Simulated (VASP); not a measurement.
# Al5As (P6/mmm) in VASP: further runs, part 2 of 2

VASP 6.6.1.

### Step 4. Relaxation of cell and atoms, PBE

This run uses another cell than the first one, of 34.67 Å³/atom, 1.051 times its volume.

The input, INCAR:

```
ALGO = Fast
EDIFF = 1E-6
EDIFFG = -0.04
ENCUT = 600
GGA = PE
IBRION = 2
ISIF = 3
ISMEAR = 0
LASPH = T
LCHARG = F
LREAL = F
LWAVE = F
NELM = 100
NSW = 90
PREC = Accurate
SIGMA = 0.1
```

The input, KPOINTS:

```
k-points
0
Gamma
  6 6 2
```

The input, POSCAR:

```
Al5As
1.0
    5.5415015135      0.0000000000      0.0000000000
   -2.7707507568      4.7990810858      0.0000000000
    0.0000000000      0.0000000000      7.8217428355
Al As
5 1
Direct
    0.0000000000      0.0000000000      0.1821441124
    0.0000000000      0.0000000000      0.8178558876
    0.5000000000      0.0000000000      0.5000000000
    0.0000000000      0.5000000000      0.5000000000
    0.5000000000      0.5000000000      0.5000000000
    0.0000000000      0.0000000000      0.5000000000
```

Potentials or basis: VASP PAW PBE potentials, release 64 (Al, As).

Command:

```sh
$ cat potpaw_PBE.64/Al/POTCAR potpaw_PBE.64/As/POTCAR > POTCAR
$ mpirun -np 1 vasp_std > vasp.out
```

OUTCAR:

```text
EDIFF = 1E-6
   EDIFFG = -0.04
   ENCUT = 600
   GGA = PE
   IBRION = 2
   ISIF = 3
   ISMEAR = 0
   LASPH = T
   LREAL = F
   NELM = 100
   NSW = 90
   PREC = Accurate

 ion  position               nearest neighbor table
   1  0.000  0.000  0.182-   6 2.49   2 2.85
   2  0.000  0.000  0.818-   6 2.49   1 2.85
   3  0.500  0.000  0.500-   4 2.77   4 2.77   6 2.77   6 2.77   5 2.77   5 2.77
   4  0.000  0.500  0.500-   3 2.77   3 2.77   5 2.77   5 2.77   6 2.77   6 2.77
   5  0.500  0.500  0.500-   6 2.77   6 2.77   4 2.77   4 2.77   3 2.77   3 2.77
   6  0.000  0.000  0.500-   1 2.49   2 2.49   5 2.77   5 2.77   3 2.77   3 2.77   4 2.77   4 2.77

  LATTYP: Found a hexagonal cell.
 ALAT       =     5.5415015135
 C/A-ratio  =     1.4114843813

  Lattice vectors:

 A1 = (   5.5415015135,   0.0000000000,   0.0000000000)
 A2 = (  -2.7707507568,   4.7990810858,   0.0000000000)
 A3 = (   0.0000000000,   0.0000000000,   7.8217428355)

Analysis of symmetry for initial positions (statically):
=====================================================================
 Subroutine PRICEL returns:
 Original cell was already a primitive cell.

 Routine SETGRP: Setting up the symmetry group for a
 hexagonal supercell.

 Subroutine GETGRP returns: Found 24 space group operations
 (whereof 24 operations were pure point group operations)
 out of a pool of 24 trial point group operations.

The static configuration has the point symmetry D_6h.

Analysis of symmetry for dynamics (positions and initial velocities):
=====================================================================
 Subroutine PRICEL returns:
 Original cell was already a primitive cell.

 Routine SETGRP: Setting up the symmetry group for a
 hexagonal supercell.

 Subroutine GETGRP returns: Found 24 space group operations
 (whereof 24 operations were pure point group operations)
 out of a pool of 24 trial point group operations.

The dynamic configuration has the point symmetry D_6h.

 Subroutine INISYM returns: Found 24 space group operations
 (whereof 24 operations are pure point group operations),
 and found     1 'primitive' translations

[... 111 lines left out ...]
     AMIX_MAG =   1.60;   BMIX_MAG =  1.00
  volume/ion in A,a.u.               =      34.67       233.96
  Fermi-wavevector in a.u.,A,eV,Ry     =   0.749989  1.417274  7.653061  0.562484
  Thomas-Fermi vector in A             =   1.846637
   LORBIT       =      0    0 simple, 1 ext, 2 COOP (PROOUT), +10 PAW based schemes
   GGA     = PE    functional components
   LHFCALC =     F    Hartree Fock is set to
   AEXX    =    0.0000 exact exchange contribution
   IVDW    =     0    specifies the selected vdW correction
   LEPSILON=     F    determine dielectric tensor
   LRPA    =     F    only Hartree local field effects (RPA)
 conjugate gradient relaxation of ions
 non-spin polarized calculation
 RMM-DIIS sequential band-by-band and
 Gauss-broadening in eV      SIGMA  =   0.10
  energy-cutoff  :      600.00
  volume of cell :      208.01
 maximum number of plane-waves:      6981
 NGX is ok and might be reduce to    48
   NGX = 23   NGY = 23   NGZ = 31

--------------------------------------- Ionic step        1  -------------------------------------------

 number of electron      19.9999999 magnetization

 Free energy of the ion-electron system (eV)
  ---------------------------------------------------
  ext. energy  EPLUGINS =         0.00000000
  ---------------------------------------------------
  free energy    TOTEN  =       -18.59777999 eV

  energy without entropy =      -18.58221874  energy(sigma->0) =      -18.58999937

------------------------ aborting loop because EDIFF is reached ----------------------------------------

  FORCE on cell =-STRESS in cart. coord.  units (eV):
  Direction    XX          YY          ZZ          XY          YZ          ZX
  --------------------------------------------------------------------------------------
  -------------------------------------------------------------------------------------
  Total       -1.7296691     -1.7296691     -5.1551888      0.0000000      0.0000000     -0.0000000
  in kB      -13.3224629    -13.3224629    -39.7069088      0.0000000      0.0000000     -0.0000000
  external PRESSURE =     -22.1172782 kB  Pullay stress =       0.0000000 kB
[... 147 lines left out ...]
--------------------------------------- Ionic step        5  -------------------------------------------

 number of electron      20.0000000 magnetization

 Free energy of the ion-electron system (eV)
  ---------------------------------------------------
  ext. energy  EPLUGINS =         0.00000000
  ---------------------------------------------------
  free energy    TOTEN  =       -18.77452540 eV

  energy without entropy =      -18.75304907  energy(sigma->0) =      -18.76378723

 E-fermi :   2.5133     XC(G=0):  -7.4806

 val. band max:        2.4743806967   @ k =   0.3333  -0.0000   0.5000
 cond. band min:       2.5305070967   @ k =   0.0000   0.0000   0.0000
 fundamental gap:      0.0561264000
 Fermi energy:         2.5133073822

 k-point     1 :       0.0000    0.0000    0.0000
  band No.  band energies     occupation
      1     -10.2783      2.00000
      2      -3.6873      2.00000
      3      -3.3632      2.00000
      4      -2.8128      2.00000
      5      -2.4902      2.00000
      6      -2.4902      2.00000
      7      -0.2557      2.00000
      8       0.6214      2.00000
      9       0.6214      2.00000
     10       2.5305      0.80782
     11       3.8428      0.00000
     12       3.9672      0.00000
     13       3.9672      0.00000
     14       3.9958      0.00000
[... 252 lines left out ...]
  FREE ENERGIE OF THE ION-ELECTRON SYSTEM (eV)
  ---------------------------------------------------
  free  energy   TOTEN  =       -18.7745253979 eV

  energy  without entropy=      -18.7530490659  energy(sigma->0) =      -18.76378723

 reached required accuracy - stopping structural energy minimisation
```

OSZICAR:

```text
N       E                     dE             d eps       ncg     rms          rms(c)
DAV:   1     0.514757005736E+02    0.51476E+02   -0.69257E+03   392   0.118E+03
DAV:   2    -0.146221890103E+02   -0.66098E+02   -0.63609E+02   524   0.139E+02
DAV:   3    -0.196391005412E+02   -0.50169E+01   -0.49152E+01   506   0.390E+01
[... 49 lines left out ...]
RMM:   5    -0.187745112837E+02   -0.14569E-04   -0.23463E-04   410   0.105E-01    0.159E-02
RMM:   6    -0.187745207879E+02   -0.95042E-05   -0.60119E-05   447   0.541E-02    0.139E-02
RMM:   7    -0.187745222982E+02   -0.15104E-05   -0.12708E-05   400   0.236E-02    0.117E-02
RMM:   8    -0.187745254248E+02   -0.31265E-05   -0.90008E-06   349   0.160E-02    0.728E-03
RMM:   9    -0.187745253979E+02    0.26866E-07   -0.10873E-06   242   0.771E-03
   5 F= -.18774525E+02 E0= -.18763787E+02  d E =-.305522E-01
```

Wall time 3.7 min (1 thread of Intel Xeon Platinum 8259CL at 2.50GHz (Skylake/Cascade Lake), shared host); peak memory 0.42 GiB.

What came out:

```
Free energy                            : -18.7745 eV
Relaxed volume                         : 31.58 Å³/atom
Relaxed cell                           : a = 5.420 Å, b = 5.420 Å, c = 7.448 Å, α = 90.00°, β = 90.00°, γ = 120.00°
Space group after relaxing (to 0.05 Å) : P6/mmm (No. 191)
Energy gained by relaxing              : 29.5 meV/atom
Ionic steps                            : 5
Pressure after relaxing                : 0.1 GPa
Largest force after relaxing           : 0.007 eV/Å
Band gap on the k mesh                 : zero (band 10 reaches 3.13 eV, above the bottom of band 11 at 1.41 eV)
```

Forces in eV/Å, atoms in the order of the input:
```
Al   0.000  0.000  0.007
Al   0.000  0.000 -0.007
Al   0.000  0.000  0.000
Al   0.000  0.000  0.000
Al   0.000  0.000  0.000
As   0.000  0.000  0.000
```

Step by step:
```
step  energy change (eV)  largest force (eV/Å)  pressure (GPa)  volume (Å³)
   1              0.0000                0.1289           -2.21       208.01
   2             -0.1459                0.5664           -0.16       193.88
   3             -0.1462                0.5880           -0.06       193.30
   4             -0.1715                0.2570            0.03       191.16
   5             -0.1767                0.0067            0.12       189.48
```

Final structure:
```
Al As
1.0
     5.42001    0.00000    0.00000
    -2.71001    4.69387    0.00000
     0.00000    0.00000    7.44803
Al As
5 1
Direct
  0.00000 0.00000 0.17428
  0.00000 0.00000 0.82572
  0.50000 0.00000 0.50000
  0.00000 0.50000 0.50000
  0.50000 0.50000 0.50000
  0.00000 0.00000 0.50000
```

Caveat: the k points lie up to 0.42 Å⁻¹ apart in the final cell.

### Step 5. Single point, PBE

This run uses another cell than the first one, of 33.88 Å³/atom, 1.027 times its volume.

The input, INCAR:

```
PREC = Accurate ; ENCUT = 520
EDIFF = 1E-7 ; ISMEAR = 0
SIGMA = 0.1 ; LREAL = False
LASPH = True ; NELM = 80
ALGO = Fast ; ISIF = 2
LWAVE = False ; LCHARG = False
GGA = PE ; NBANDS = 19
```

The input, KPOINTS:

```
regular mesh
0
Gamma
  12 12 6
```

The input, POSCAR:

```
Al5As
1.0
    5.4282429982      0.0000000000      0.0000000000
   -2.7141214991      4.7009963344      0.0000000000
    0.0000000000      0.0000000000      7.9672231080
Al As
5 1
Direct
    0.0000000000      0.0000000000      0.1833920464
    0.0000000000      0.0000000000      0.8166079536
    0.5000000000      0.0000000000      0.5000000000
    0.0000000000      0.5000000000      0.5000000000
    0.5000000000      0.5000000000      0.5000000000
    0.0000000000      0.0000000000      0.5000000000
```

Command:

```sh
$ cat potpaw_PBE.64/Al/POTCAR potpaw_PBE.64/As/POTCAR > POTCAR
$ mpirun -np 1 vasp_std > vasp.out
```

Wall time 4.7 min (1 thread of Intel Xeon Platinum 8259CL at 2.50GHz (Skylake/Cascade Lake), shared host); peak memory 0.46 GiB.

Results (log left out):

```yaml
Free_energy: -18.6276 eV
Pressure: 0.0 GPa
Largest_force: 0.016 eV/Å
Band_gap_on_the_k_mesh: zero (band 10 reaches 2.84 eV, above the bottom of band 11 at 1.12 eV)
```

Forces on the atoms (eV/Å):
```
Al   0.000  0.000 -0.016
Al   0.000  0.000  0.016
Al   0.000  0.000  0.000
Al   0.000  0.000  0.000
Al   0.000  0.000  0.000
As   0.000  0.000  0.000
```

Levels at points of the mesh, in eV from the Fermi level:
| k point | band 8 | band 9 | band 10 | band 11 | band 12 | band 13 |
| --- | --- | --- | --- | --- | --- | --- |
| (0.00, 0.00, 0.00) | -1.93 | -1.93 | 0.06 | 0.53 | 1.19 | 1.45 |
| (0.50, 0.00, 0.00) | -0.46 | -0.05 | 0.60 | 0.63 | 0.65 | 1.09 |
| (0.00, 0.00, 0.50) | -2.56 | -1.92 | -1.92 | 0.03 | 0.70 | 0.70 |
| (0.50, 0.00, 0.50) | -1.94 | -0.45 | 0.04 | 0.66 | 0.89 | 1.56 |

### Step 6. Relaxation of cell and atoms, PBE

This run uses another cell than the first one, of 31.69 Å³/atom, 0.961 times its volume.

The input, INCAR:

```
PREC = Accurate ; ENCUT = 600
EDIFF = 1E-6 ; ISMEAR = 0
SIGMA = 0.1 ; LREAL = False
LASPH = True ; NELM = 60
ALGO = Fast ; ISIF = 3
LWAVE = False ; LCHARG = False
GGA = PE ; IBRION = 2
NSW = 90 ; EDIFFG = -0.04
```

The input, KPOINTS:

```
Automatic mesh
0
Gamma
  6 6 4
```

The input, POSCAR:

```
Al5As
1.0
    5.4255846104      0.0000000000      0.0000000000
   -2.7127923052      4.6986941030      0.0000000000
    0.0000000000      0.0000000000      7.4594125285
Al As
5 1
Direct
    0.0000000000      0.0000000000      0.1747807852
    0.0000000000      0.0000000000      0.8252192148
    0.5000000000      0.0000000000      0.5000000000
    0.0000000000      0.5000000000      0.5000000000
    0.5000000000      0.5000000000      0.5000000000
    0.0000000000      0.0000000000      0.5000000000
```

Potentials or basis: VASP PAW PBE potentials, release 64 (Al, As).

Command:

```sh
$ cat potpaw_PBE.64/Al/POTCAR potpaw_PBE.64/As/POTCAR > POTCAR
$ mpirun -np 1 vasp_std > vasp.out
```

Wall time 5.5 min (1 thread of Intel Xeon Platinum 8259CL at 2.50GHz (Skylake/Cascade Lake), shared host); peak memory 0.42 GiB.

Results (log left out):

```yaml
Free_energy: -18.6674 eV
Relaxed_volume: 32.95 Å³/atom
Relaxed_cell: a = 5.408 Å, b = 5.408 Å, c = 7.805 Å, α = 90.00°, β = 90.00°, γ = 120.00°
Space_group_after_relaxing_to_0.05_Å: P6/mmm (No. 191)
Energy_gained_by_relaxing: 21.1 meV/atom
Ionic_steps: 6
Pressure_after_relaxing: 0.1 GPa
Largest_force_after_relaxing: 0.015 eV/Å
Band_gap_on_the_k_mesh: zero (band 10 reaches 2.97 eV, above the bottom of band 11 at 1.30 eV)
```

Forces on the atoms (eV/Å):
```
Al   0.000  0.000  0.015
Al   0.000  0.000 -0.015
Al   0.000  0.000  0.000
Al   0.000  0.000  0.000
Al   0.000  0.000  0.000
As   0.000  0.000  0.000
```

Stress tensor (GPa, compression positive):
```
0.17 0.00 0.00
0.00 0.17 0.00
0.00 0.00 0.02
```

Step by step:
| step | energy change (eV) | largest force (eV/Å) | pressure (GPa) | volume (Å³) |
| --- | --- | --- | --- | --- |
| 1 | 0.0000 | 0.0662 | 1.44 | 190.16 |
| 2 | -0.1197 | 0.2420 | -0.09 | 197.96 |
| 3 | -0.1199 | 0.2350 | -0.02 | 197.57 |
| 4 | -0.1199 | 0.2379 | -0.05 | 197.72 |
| 5 | -0.1242 | 0.1425 | 0.02 | 197.71 |
| 6 | -0.1266 | 0.0148 | 0.12 | 197.71 |

Final structure:
```cif
data_structure
_symmetry_space_group_name_H-M 'P 1'
_symmetry_Int_Tables_number 1
_cell_length_a 5.4083
_cell_length_b 5.4083
_cell_length_c 7.8048
_cell_angle_alpha 90.000
_cell_angle_beta 90.000
_cell_angle_gamma 120.000
_cell_volume 197.71
loop_
_atom_site_label
_atom_site_type_symbol
_atom_site_fract_x
_atom_site_fract_y
_atom_site_fract_z
_atom_site_occupancy
Al1 Al 0.00000 0.00000 0.17878 1
Al2 Al 0.00000 0.00000 0.82122 1
Al3 Al 0.50000 0.00000 0.50000 1
Al4 Al 0.00000 0.50000 0.50000 1
Al5 Al 0.50000 0.50000 0.50000 1
As1 As 0.00000 0.00000 0.50000 1
```

Levels at points of the mesh, in eV from the Fermi level:
```
           k point  band 6  band 7  band 8  band 9  band 10  band 11  band 12  band 13  band 14
(0.00, 0.00, 0.00)   -4.90   -2.82   -1.89   -1.89     0.08     0.79     1.19     1.48     1.48
(0.50, 0.00, 0.00)   -4.80   -1.63   -0.46   -0.14     0.62     0.69     0.81     1.09     1.20
(0.00, 0.00, 0.50)   -3.31   -2.82   -2.43   -1.88    -1.88     0.02     0.60     0.60     3.01
(0.50, 0.00, 0.50)   -3.08   -2.08   -1.99   -0.45    -0.03     0.70     0.89     1.66     1.88
```

### Step 7. Summary

```csv
task,cell,k mesh,cutoff (eV),gap on the mesh (eV),pressure (GPa),relaxed volume (Å³/atom),largest force (eV/Å)
single point,"a = 5.414, b = 5.414, c = 7.798 Å, angles 90.0, 90.0, 120.0°, 6 atoms",6 × 6 × 4,520,none,0.1,-,0.02
relaxation of cell and atoms,"relaxed from a = 6.579, b = 6.579, c = 5.243 Å, angles 90.0, 90.0, 120.0°, 6 atoms",3 × 3 × 4,600,none,0.0,34.78,0.03
relaxation of cell and atoms,"relaxed from a = 5.542, b = 5.542, c = 7.822 Å, angles 90.0, 90.0, 120.0°, 6 atoms",6 × 6 × 2,600,none,0.1,31.58,0.01
single point,"a = 5.428, b = 5.428, c = 7.967 Å, angles 90.0, 90.0, 120.0°, 6 atoms",12 × 12 × 6,520,none,0.0,-,0.02
relaxation of cell and atoms,"relaxed from a = 5.426, b = 5.426, c = 7.459 Å, angles 90.0, 90.0, 120.0°, 6 atoms",6 × 6 × 4,600,none,0.1,32.95,0.01
```

Alike in all rows: level PBE; potentials or basis VASP PAW PBE potentials, release 64 (Al, As); no spin polarisation; smearing gaussian 0.1 eV.

Caveats: some runs use coarse meshes.

Total energies depend on the potentials used, so only differences within one code and one set of settings carry meaning.
